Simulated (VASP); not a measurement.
# Hf (P6_3/mmc) in VASP: settings compared

Hf is run at these levels: PBEsol, PBE; tasks: single point.

All numbers are computed with VASP 6.6.1; they aren't measurements. Logs are shortened: lines on timing, memory, paths and dates and some standing lists are left out, and cuts for length are marked.

## Step 1: The cell of the first run

The structure is hexagonal, space group P6_3/mmc (No. 194). Conventional cell: a = 3.140 Å, b = 3.140 Å, c = 4.965 Å, α = 90.00°, β = 90.00°, γ = 120.00°. Within 4.0 Å of Hf (site symmetry -6m2) lie 12 Hf at 3.07 to 3.14 Å.

## Step 2: Single point, PBEsol

Contents of INCAR:

```
PREC = Accurate ; ENCUT = 520
EDIFF = 1E-7 ; ISMEAR = -1
SIGMA = 0.05 ; LREAL = False
LASPH = True ; NELM = 100
ALGO = Fast ; ISIF = 2
LWAVE = False ; LCHARG = False
GGA = PS ; NBANDS = 17
```

Contents of KPOINTS:

```
regular mesh
0
Gamma
  10 10 5
```

Contents of POSCAR:

```
Hf
1.0
    3.1401445994      0.0000000000      0.0000000000
   -1.5700722997      2.7194449947      0.0000000000
    0.0000000000      0.0000000000      4.9646487943
Hf
2
Direct
    0.6666666667      0.3333333333      0.7500000000
    0.3333333333      0.6666666667      0.2500000000
```

Potentials or basis: VASP PAW PBE potentials, release 64 (Hf_pv).

Command:

```console
$ cat potpaw_PBE.64/Hf_pv/POTCAR > POTCAR
$ mpirun -np 1 vasp_std > vasp.out
```

OUTCAR:

```text
PREC = Accurate
   ENCUT = 520
   EDIFF = 1E-7
   ISMEAR = -1
   LREAL = False
   LASPH = True
   NELM = 100
   ISIF = 2
   GGA = PS

 ion  position               nearest neighbor table
   1  0.667  0.333  0.750-   2 3.07   2 3.07   2 3.07   2 3.07   2 3.07   2 3.07
   2  0.333  0.667  0.250-   1 3.07   1 3.07   1 3.07   1 3.07   1 3.07   1 3.07

  LATTYP: Found a hexagonal cell.
 ALAT       =     3.1401445994
 C/A-ratio  =     1.5810255347

  Lattice vectors:

 A1 = (   3.1401445994,   0.0000000000,   0.0000000000)
 A2 = (  -1.5700722997,   2.7194449947,   0.0000000000)
 A3 = (   0.0000000000,   0.0000000000,   4.9646487943)

Analysis of symmetry for initial positions (statically):
=====================================================================
 Subroutine PRICEL returns:
 Original cell was already a primitive cell.

 Routine SETGRP: Setting up the symmetry group for a
 hexagonal supercell.

 Subroutine GETGRP returns: Found 24 space group operations
 (whereof 12 operations were pure point group operations)
 out of a pool of 24 trial point group operations.

The static configuration has the point symmetry D_3d.
 The point group associated with its full space group is D_6h.

Analysis of symmetry for dynamics (positions and initial velocities):
=====================================================================
 Subroutine PRICEL returns:
 Original cell was already a primitive cell.

 Routine SETGRP: Setting up the symmetry group for a
 hexagonal supercell.

 Subroutine GETGRP returns: Found 24 space group operations
 (whereof 12 operations were pure point group operations)
 out of a pool of 24 trial point group operations.

The dynamic configuration has the point symmetry D_3d.
 The point group associated with its full space group is D_6h.

 Subroutine INISYM returns: Found 24 space group operations
 (whereof 12 operations are pure point group operations),
 and found     1 'primitive' translations

----------------------------------------------------------------------------------------

                                     Primitive cell

  volume of cell :      42.3954

  direct lattice vectors                    reciprocal lattice vectors
     3.140144599  0.000000000  0.000000000     0.318456672  0.183861046  0.000000000
    -1.570072300  2.719444995  0.000000000     0.000000000  0.367722091  0.000000000
     0.000000000  0.000000000  4.964648794     0.000000000  0.000000000  0.201424117

  length of vectors
[... 75 lines left out ...]
   ICHARG =      2    charge: 1-file 2-atom 10-const
   ISPIN  =      1    spin polarized calculation?
   LNONCOLLINEAR =      F non collinear calculations
   LSORBIT =      F    spin-orbit coupling
   LASPH  =      T    aspherical Exc in radial PAW
   ENCUT  =  520.0 eV  38.22 Ry    6.18 a.u.   5.84  5.84  9.23*2*pi/ulx,y,z
   NELM   =    100;   NELMIN=  2; NELMDL= -5     # of ELM steps
   EDIFF  = 0.1E-06   stopping-criterion for ELM
   LREAL  =      F    real-space projection
   EDIFFG = 0.1E-05   stopping-criterion for IOM
   NSW    =      0    number of steps for IOM
   IBRION =     -1    ionic relax: 0-MD 1-quasi-New 2-CG
   NFREE  =      0    steps in history (QN), initial steepest desc. (CG)
   ISIF   =      2    stress and relaxation
   ISYM   =      2    0-nonsym 1-usesym 2-fastsym
   POTIM  = 0.5000    time-step for ionic-motion
   TEBEG  =    0.0;   TEEND  =   0.0 temperature during run
   PSTRESS=    0.0 pullay stress
   NELECT =      20.0000    total number of electrons
   NUPDOWN=      -1.0000    fix difference up-down
   EMIN   =  10.00;   EMAX   =-10.00  energy-range for DOS
   EFERMI =   0.00;   METHOD = LEGACY
   ISMEAR =    -1;   SIGMA  =   0.05  broadening in eV -4-tet -1-fermi 0-gaus
   EFERMI_NEDOS =   21; number of points for ismear=-14 and -15
   IALGO  =     68    algorithm
   IMIX   =      4    mixing-type and parameters
     AMIX     =   0.40;   BMIX     =  1.00
     AMIX_MAG =   1.60;   BMIX_MAG =  1.00
  volume/ion in A,a.u.               =      21.20       143.05
  Fermi-wavevector in a.u.,A,eV,Ry     =   1.274418  2.408301 22.097795  1.624142
  Thomas-Fermi vector in A             =   2.407187
   LORBIT       =      0    0 simple, 1 ext, 2 COOP (PROOUT), +10 PAW based schemes
   GGA     = PS    functional components
   LHFCALC =     F    Hartree Fock is set to
   AEXX    =    0.0000 exact exchange contribution
   IVDW    =     0    specifies the selected vdW correction
   LEPSILON=     F    determine dielectric tensor
   LRPA    =     F    only Hartree local field effects (RPA)
 non-spin polarized calculation
 RMM-DIIS sequential band-by-band and
  energy-cutoff  :      520.00
  volume of cell :       42.40
 maximum number of plane-waves:      1158
 NGX is ok and might be reduce to    24
   NGX = 11   NGY = 11   NGZ = 19

 number of electron      19.9999995 magnetization

 Free energy of the ion-electron system (eV)
  ---------------------------------------------------
  ext. energy  EPLUGINS =         0.00000000
  ---------------------------------------------------
  free energy    TOTEN  =       -21.01067470 eV

  energy without entropy =      -21.00196300  energy(sigma->0) =      -21.00631885

 E-fermi :   5.1097     XC(G=0): -11.6400

 val. band max:        5.0571509520   @ k =   0.1000   0.1000   0.2000
 cond. band min:       5.1198134625   @ k =   0.0000   0.0000   0.4000
 fundamental gap:      0.0626625105
 Fermi energy:         5.1097328870

 k-point     1 :       0.0000    0.0000    0.0000
  band No.  band energies     occupation
      1     -25.8657      2.00000
      2     -24.9708      2.00000
      3     -24.9708      2.00000
      4     -24.8196      2.00000
      5     -24.8177      2.00000
      6     -24.8177      2.00000
[... 457 lines left out ...]
      4     -25.1746      2.00000
      5     -25.0578      2.00000
      6     -24.9739      2.00000
[... 9 lines left out ...]
     16      11.4360      0.00000
     17      12.3590      0.00000

 [... further k-points ...]
[... 5 lines left out ...]
  --------------------------------------------------------------------------------------
  -------------------------------------------------------------------------------------
  Total        0.4519921      0.4519921      0.4225354      0.0000000      0.0000000     -0.0000000
  in kB       17.0813824     17.0813824     15.9681741      0.0000000      0.0000000     -0.0000000
  external PRESSURE =      16.7103130 kB  Pullay stress =       0.0000000 kB

 VOLUME and BASIS-vectors are now :
 -----------------------------------------------------------------------------
  energy-cutoff  :      520.00
  volume of cell :       42.40
      direct lattice vectors                 reciprocal lattice vectors
     3.140144599  0.000000000  0.000000000     0.318456672  0.183861046  0.000000000
    -1.570072300  2.719444995  0.000000000     0.000000000  0.367722091  0.000000000
     0.000000000  0.000000000  4.964648794     0.000000000  0.000000000  0.201424117

 POSITION                                       TOTAL-FORCE (eV/Angst)
 -----------------------------------------------------------------------------------
      1.57007      0.90648      3.72349        -0.000000     -0.000000      0.000000
     -0.00000      1.81296      1.24116         0.000000      0.000000      0.000000
 -----------------------------------------------------------------------------------
    total drift:                               -0.000000      0.000000     -0.000000

  FREE ENERGIE OF THE ION-ELECTRON SYSTEM (eV)
  ---------------------------------------------------
  free  energy   TOTEN  =       -21.0106747040 eV

  energy  without entropy=      -21.0019629967  energy(sigma->0) =      -21.00631885
```

stdout:

```text
POSCAR found type information on POSCAR Hf
 POSCAR found :  1 types and       2 ions
 scaLAPACK will be used
 -----------------------------------------------------------------------------
|                                                                             |
|                                                                             |
|     You enforced a specific xc type in the INCAR file but a different       |
|     I HOPE YOU KNOW WHAT YOU ARE DOING!                                     |
|                                                                             |
 -----------------------------------------------------------------------------

 LDA part: xc-table for (Slater+PW92), standard interpolation
 POSCAR, INCAR and KPOINTS ok, starting setup
 FFT: planning ... GRIDC
 FFT: planning ... GRID_SOFT
 FFT: planning ... GRID
 WAVECAR not read
 entering main loop
```

It took 46 s on 1 thread of AMD EPYC 7R43 (Zen 3), shared host; peak memory 0.12 GiB.

What came out:

* Free energy: -21.0107 eV
* Pressure: 1.7 GPa
* Band gap on the k mesh: zero (band 10 reaches 6.31 eV, above the bottom of band 11 at 4.79 eV)

Levels at points of the mesh, in eV from the Fermi level:
```tsv
k point	band 7	band 8	band 9	band 10	band 11	band 12	band 13	band 14
(0.00, 0.00, 0.00)	-7.54	-3.86	0.91	1.20	1.20	1.51	2.09	2.09
(0.50, 0.00, 0.00)	-3.42	-2.93	-2.38	-0.67	0.78	0.97	1.81	6.27
```

Caveat: the PAW data sets were made with another functional, which shifts forces and pressure a little; spin-orbit coupling is left out, which moves the levels of the heavy elements.

## Step 3: Single point, PBE

This run uses another cell than the first one, of 22.38 Å³/atom, 1.056 times its volume.

Contents of INCAR:

```
ALGO     = Normal         # electronic algorithm
EDIFF    = 1E-7           # SCF threshold, eV
ENCUT    = 520            # plane-wave cutoff, eV
GGA      = PE             # functional
ISIF     = 2              # what is computed and relaxed
ISMEAR   = -1             # smearing method
LASPH    = T              # aspherical terms in the spheres
LCHARG   = F              # write CHGCAR
LREAL    = F              # projectors in reciprocal space
LWAVE    = F              # write WAVECAR
NBANDS   = 17             # bands
NELM     = 80             # most SCF steps
PREC     = Accurate       # precision mode
SIGMA    = 0.02           # smearing width, eV
```

Contents of KPOINTS:

```
k-points
0
Gamma
  5 5 2
```

Contents of POSCAR:

```
Hf
1.0
    3.1967000000      0.0000000000      0.0000000000
   -1.5983500000      2.7684234083      0.0000000000
    0.0000000000      0.0000000000      5.0578000000
Hf
2
Direct
    0.6666666667      0.3333333333      0.7500000000
    0.3333333333      0.6666666667      0.2500000000
```

Potentials or basis: VASP PAW PBE potentials, release 64 (Hf_pv).

Command:

```console
$ cat potpaw_PBE.64/Hf_pv/POTCAR > POTCAR
$ mpirun -np 1 vasp_std > vasp.out
```

Run time: 4.2 s. Hardware: 1 thread of Intel Xeon 6975P-C (Granite Rapids), shared host; peak memory 0.15 GiB.

It converged, with:

| Item | Value |
| --- | --- |
| Free energy | -19.7157 eV |
| Pressure | -0.5 GPa |
| Band gap on the k mesh | zero (band 10 reaches 6.11 eV, above the bottom of band 11 at 4.74 eV) |

Stress tensor (GPa, compression positive):
```
-1.10  0.00  0.00
 0.00 -1.10  0.00
 0.00  0.00  0.84
```

Levels at points of the mesh, in eV from the Fermi level:
| k point | band 7 | band 8 | band 9 | band 10 | band 11 | band 12 | band 13 | band 14 |
| --- | --- | --- | --- | --- | --- | --- | --- | --- |
| (0.00, 0.00, 0.00) | -7.19 | -3.50 | 0.83 | 1.39 | 1.39 | 1.66 | 2.21 | 2.21 |
| (0.00, 0.00, 0.50) | -5.21 | -5.21 | 0.34 | 0.34 | 1.28 | 1.28 | 1.28 | 1.28 |

Caveat: the k points lie up to 0.62 Å⁻¹ apart; spin-orbit coupling is left out, which moves the levels of the heavy elements.
